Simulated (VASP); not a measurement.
# V (Im-3m) in VASP: notebook

Runs on V. Level: LDA. Tasks: single point.

All numbers are computed with VASP 6.6.1; they aren't measurements. Logs are shortened: lines on timing, memory, paths and dates and some standing lists are left out, and cuts for length are marked.

### 1 The cell of the first run

It takes space group Im-3m (No. 229, cubic). The conventional cell has a = 2.927 Å, b = 2.927 Å, c = 2.927 Å, α = 90.00°, β = 90.00°, γ = 90.00°. V (site symmetry m-3m) has 14 V at 2.54 to 2.93 Å within 3.3 Å.

### 2 Single point, LDA

Input file INCAR:

```
ALGO = Normal ; EDIFF = 1E-6
ENCUT = 520 ; ISIF = 2
ISMEAR = 1 ; LASPH = T
LCHARG = F ; LREAL = F
LWAVE = F ; NBANDS = 12
NELM = 80 ; PREC = Accurate
SIGMA = 0.03
```

Input file KPOINTS:

```
k-points
0
Gamma
  15 15 15
```

Input file POSCAR:

```
V
1.0
   -1.4636513664      1.4636513664      1.4636513664
    1.4636513664     -1.4636513664      1.4636513664
    1.4636513664      1.4636513664     -1.4636513664
V
1
Direct
    0.0000000000      0.0000000000      0.0000000000
```

Potentials or basis: VASP PAW LDA potentials, release 64 (V_sv).

Run with:

```sh
$ cat potpaw_LDA.64/V_sv/POTCAR > POTCAR
$ mpirun -np 1 vasp_std > vasp.out
```

OUTCAR:

```text
EDIFF = 1E-6
   ENCUT = 520
   ISIF = 2
   ISMEAR = 1
   LASPH = T
   LREAL = F
   NELM = 80
   PREC = Accurate

 ion  position               nearest neighbor table
   1  0.000  0.000  0.000-

  LATTYP: Found a body centered cubic cell.
 ALAT       =     2.9273027328

  Lattice vectors:

 A1 = (  -1.4636513664,   1.4636513664,   1.4636513664)
 A2 = (   1.4636513664,  -1.4636513664,   1.4636513664)
 A3 = (   1.4636513664,   1.4636513664,  -1.4636513664)

Analysis of symmetry for initial positions (statically):
=====================================================================
 Subroutine PRICEL returns:
 Original cell was already a primitive cell.

 Routine SETGRP: Setting up the symmetry group for a
 body centered cubic supercell.

 Subroutine GETGRP returns: Found 48 space group operations
 (whereof 48 operations were pure point group operations)
 out of a pool of 48 trial point group operations.

The static configuration has the point symmetry O_h .

Analysis of symmetry for dynamics (positions and initial velocities):
=====================================================================
 Subroutine PRICEL returns:
 Original cell was already a primitive cell.

 Routine SETGRP: Setting up the symmetry group for a
 body centered cubic supercell.

 Subroutine GETGRP returns: Found 48 space group operations
 (whereof 48 operations were pure point group operations)
 out of a pool of 48 trial point group operations.

The dynamic configuration has the point symmetry O_h .

 Subroutine INISYM returns: Found 48 space group operations
 (whereof 48 operations are pure point group operations),
 and found     1 'primitive' translations

----------------------------------------------------------------------------------------

                                     Primitive cell

  volume of cell :      12.5422

  direct lattice vectors                    reciprocal lattice vectors
    -1.463651366  1.463651366  1.463651366     0.000000000  0.341611405  0.341611405
     1.463651366 -1.463651366  1.463651366     0.341611405  0.000000000  0.341611405
     1.463651366  1.463651366 -1.463651366     0.341611405  0.341611405  0.000000000

  length of vectors
     2.535118531  2.535118531  2.535118531     0.483111482  0.483111482  0.483111482

  position of ions in fractional coordinates (direct lattice)
     0.000000000  0.000000000  0.000000000

  ion indices of the primitive-cell ions
   primitive index   ion index
                 1           1

----------------------------------------------------------------------------------------

 KPOINTS: k-points

Automatic generation of k-mesh.
 Grid dimensions read from file:
 generate k-points for:   15   15   15

 Generating k-lattice:

  Cartesian coordinates                     Fractional coordinates (reciprocal lattice)
     0.000000000  0.022774094  0.022774094     0.066666667  0.000000000  0.000000000
     0.022774094  0.000000000  0.022774094     0.000000000  0.066666667  0.000000000
     0.022774094  0.022774094  0.000000000     0.000000000  0.000000000  0.066666667

  Length of vectors
     0.032207432  0.032207432  0.032207432

  Shift w.r.t. Gamma in fractional coordinates (k-lattice)
     0.000000000  0.000000000  0.000000000

 Subroutine IBZKPT returns following result:
 ===========================================

 Found    120 irreducible k-points:

 Following reciprocal coordinates:
            Coordinates               Weight
  0.000000  0.000000  0.000000      1.000000
  0.066667  0.000000  0.000000     12.000000
  0.133333  0.000000  0.000000     12.000000
  0.200000  0.000000  0.000000     12.000000
  0.266667  0.000000  0.000000     12.000000
  0.333333  0.000000  0.000000     12.000000
[... 16 lines left out ...]
  0.333333  0.200000  0.000000     48.000000
  0.400000  0.200000  0.000000     24.000000
 [... further k-points ...]
   k-points           NKPTS =    120   k-points in BZ     NKDIM =    120   number of bands    NBANDS=     12
   number of dos      NEDOS =    301   number of ions     NIONS =      1
   total plane-waves  NPLWV =   8000
   dimension x,y,z NGX =    20 NGY =   20 NGZ =   20
   dimension x,y,z NGXF=    40 NGYF=   40 NGZF=   40
   ions per type =               1
   NGX,Y,Z   is equivalent  to a cutoff of  13.12, 13.12, 13.12 a.u.
   NGXF,Y,Z  is equivalent  to a cutoff of  26.23, 26.23, 26.23 a.u.
 SYSTEM =  unknown system
   PREC   = accura    normal or accurate (medium, high low for compatibility)
   ISTART =      0    job   : 0-new  1-cont  2-samecut
   ICHARG =      2    charge: 1-file 2-atom 10-const
   ISPIN  =      1    spin polarized calculation?
   LNONCOLLINEAR =      F non collinear calculations
   LSORBIT =      F    spin-orbit coupling
   LASPH  =      T    aspherical Exc in radial PAW
   ENCUT  =  520.0 eV  38.22 Ry    6.18 a.u.   4.71  4.71  4.71*2*pi/ulx,y,z
   NELM   =     80;   NELMIN=  2; NELMDL= -5     # of ELM steps
   EDIFF  = 0.1E-05   stopping-criterion for ELM
   LREAL  =      F    real-space projection
   EDIFFG = 0.1E-04   stopping-criterion for IOM
   NSW    =      0    number of steps for IOM
   IBRION =     -1    ionic relax: 0-MD 1-quasi-New 2-CG
   NFREE  =      0    steps in history (QN), initial steepest desc. (CG)
   ISIF   =      2    stress and relaxation
   ISYM   =      2    0-nonsym 1-usesym 2-fastsym
   POTIM  = 0.5000    time-step for ionic-motion
   TEBEG  =    0.0;   TEEND  =   0.0 temperature during run
   PSTRESS=    0.0 pullay stress
   NELECT =      13.0000    total number of electrons
   NUPDOWN=      -1.0000    fix difference up-down
   EMIN   =  10.00;   EMAX   =-10.00  energy-range for DOS
   EFERMI =   0.00;   METHOD = LEGACY
   ISMEAR =     1;   SIGMA  =   0.03  broadening in eV -4-tet -1-fermi 0-gaus
   EFERMI_NEDOS =   21; number of points for ismear=-14 and -15
   IALGO  =     38    algorithm
   IMIX   =      4    mixing-type and parameters
     AMIX     =   0.40;   BMIX     =  1.00
     AMIX_MAG =   1.60;   BMIX_MAG =  1.00
  volume/ion in A,a.u.               =      12.54        84.64
  Fermi-wavevector in a.u.,A,eV,Ry     =   1.656781  3.130861 37.346926  2.744922
  Thomas-Fermi vector in A             =   2.744646
   LORBIT       =      0    0 simple, 1 ext, 2 COOP (PROOUT), +10 PAW based schemes
   GGA     = CA    functional components
   LHFCALC =     F    Hartree Fock is set to
   AEXX    =    0.0000 exact exchange contribution
   IVDW    =     0    specifies the selected vdW correction
   LEPSILON=     F    determine dielectric tensor
   LRPA    =     F    only Hartree local field effects (RPA)
 non-spin polarized calculation
 Methfessel and Paxton  Order N= 1 SIGMA  =   0.03
  energy-cutoff  :      520.00
  volume of cell :       12.54
 maximum number of plane-waves:       366
   NGX =  9   NGY =  9   NGZ =  9

 number of electron      13.0000011 magnetization

 Free energy of the ion-electron system (eV)
  ---------------------------------------------------
  ext. energy  EPLUGINS =         0.00000000
  ---------------------------------------------------
  free energy    TOTEN  =        -9.95398625 eV

  energy without entropy =       -9.95405847  energy(sigma->0) =       -9.95401033

 E-fermi :  10.4010     XC(G=0): -13.6236

 val. band max:       10.3844297641   @ k =   0.0667   0.0667   0.0667
 cond. band min:      10.4228814872   @ k =   0.4000   0.2000   0.0000
 fundamental gap:      0.0384517231
 Fermi energy:        10.4009506158

 k-point     1 :       0.0000    0.0000    0.0000
  band No.  band energies     occupation
      1     -52.4870      2.00000
      2     -26.0557      2.00000
      3     -26.0557      2.00000
      4     -26.0557      2.00000
      5       3.7521      2.00000
      6      10.7999     -0.00000
      7      10.7999     -0.00000
      8      10.7999     -0.00000
      9      12.9833      0.00000
     10      12.9833      0.00000
     11      31.5012      0.00000
     12      31.5012      0.00000

 k-point     2 :       0.0667    0.0000    0.0000
  band No.  band energies     occupation
      1     -52.4754      2.00000
      2     -26.1084      2.00000
      3     -26.0715      2.00000
      4     -26.0562      2.00000
      5       3.9444      2.00000
      6      10.7148     -0.00000
      7      10.7819     -0.00000
      8      10.9419     -0.00000
      9      12.8847      0.00000
     10      12.9886      0.00000
     11      31.2480      0.00000
     12      31.4920      0.00000

 k-point     3 :       0.1333    0.0000    0.0000
  band No.  band energies     occupation
      1     -52.4422      2.00000
      2     -26.2559      2.00000
      3     -26.1159      2.00000
      4     -26.0575      2.00000
      5       4.4946      2.00000
      6      10.4814     -0.00099
      7      10.6918     -0.00000
      8      11.3553      0.00000
      9      12.6873      0.00000
     10      13.0093      0.00000
     11      30.4223      0.00000
     12      31.2732      0.00000

 k-point     4 :       0.2000    0.0000    0.0000
  band No.  band energies     occupation
      1     -52.3931      2.00000
      2     -26.4695      2.00000
      3     -26.1808      2.00000
      4     -26.0594      2.00000
      5       5.3112      2.00000
      6      10.1545      2.00000
      7      10.4942     -0.00010
      8      12.0008      0.00000
      9      12.5897      0.00000
     10      13.0549      0.00000
     11      28.9535      0.00000
     12      30.5319      0.00000

 k-point     5 :       0.2667    0.0000    0.0000
  band No.  band energies     occupation
      1     -52.3362      2.00000
      2     -26.7098      2.00000
      3     -26.2546      2.00000
      4     -26.0617      2.00000
      5       6.1940      2.00000
      6       9.8011      2.00000
      7      10.3574      2.05944
      8      12.6645      0.00000
      9      12.8079      0.00000
     10      13.1306      0.00000
     11      26.9893      0.00000
     12      29.4065      0.00000
[... 228 lines left out ...]
      1     -52.2682      2.00000
      2     -26.8916      2.00000
      3     -26.3637      2.00000
      4     -26.1464      2.00000
      5       7.4147      2.00000
      6       9.4339      2.00000
      7       9.8631      2.00000
      8      12.5121      0.00000
      9      13.4357      0.00000
     10      14.4757      0.00000
     11      26.0197      0.00000
     12      26.4860      0.00000

 k-point    22 :       0.2667    0.2000    0.0000
  band No.  band energies     occupation
      1     -52.2276      2.00000
      2     -26.9920      2.00000
      3     -26.4679      2.00000
      4     -26.1618      2.00000
      5       7.8743      2.00000
      6       9.2384      2.00000
      7       9.9855      2.00000
      8      12.6921      0.00000
      9      13.5193      0.00000
     10      15.6461      0.00000
     11      24.0942      0.00000
     12      25.4698      0.00000

 k-point    23 :       0.3333    0.2000    0.0000
  band No.  band energies     occupation
      1     -52.1999      2.00000
      2     -27.0510      2.00000
      3     -26.5499      2.00000
      4     -26.1694      2.00000
      5       7.9357      2.00000
      6       9.2013      2.00000
      7      10.2750      2.00000
      8      12.8790      0.00000
      9      13.6028      0.00000
     10      16.7980      0.00000
     11      22.2297      0.00000
     12      24.8795      0.00000

 k-point    24 :       0.4000    0.2000    0.0000
  band No.  band energies     occupation
      1     -52.1900      2.00000
      2     -27.0699      2.00000
      3     -26.5811      2.00000
      4     -26.1717      2.00000
      5       7.9110      2.00000
      6       9.1968      2.00000
      7      10.4229      0.05952
      8      12.9464      0.00000
      9      13.6605      0.00000
     10      17.4170      0.00000
     11      21.3394      0.00000
     12      24.6628      0.00000

 [... further k-points ...]

------------------------ aborting loop because EDIFF is reached ----------------------------------------

  FORCE on cell =-STRESS in cart. coord.  units (eV):
  Direction    XX          YY          ZZ          XY          YZ          ZX
  --------------------------------------------------------------------------------------
  -------------------------------------------------------------------------------------
  Total        0.0044874      0.0044874      0.0044874      0.0000000     -0.0000000     -0.0000000
  in kB        0.5732355      0.5732355      0.5732355      0.0000000     -0.0000000     -0.0000000
  external PRESSURE =       0.5732355 kB  Pullay stress =       0.0000000 kB

 VOLUME and BASIS-vectors are now :
 -----------------------------------------------------------------------------
  energy-cutoff  :      520.00
  volume of cell :       12.54
      direct lattice vectors                 reciprocal lattice vectors
    -1.463651366  1.463651366  1.463651366     0.000000000  0.341611405  0.341611405
     1.463651366 -1.463651366  1.463651366     0.341611405  0.000000000  0.341611405
     1.463651366  1.463651366 -1.463651366     0.341611405  0.341611405  0.000000000

 POSITION                                       TOTAL-FORCE (eV/Angst)
 -----------------------------------------------------------------------------------
      0.00000      0.00000      0.00000        -0.000000      0.000000      0.000000
 -----------------------------------------------------------------------------------
    total drift:                                0.000000     -0.000000      0.000000

  FREE ENERGIE OF THE ION-ELECTRON SYSTEM (eV)
  ---------------------------------------------------
  free  energy   TOTEN  =        -9.9539862542 eV

  energy  without entropy=       -9.9540584689  energy(sigma->0) =       -9.95401033
```

It took 32 s on 1 thread of Intel Xeon 6975P-C, shared host; peak memory 0.13 GiB.

What came out:

| Property | Result |
| --- | --- |
| Free energy | -9.9540 eV |
| Pressure | 0.1 GPa |

(Continued in part 2 of 2.)
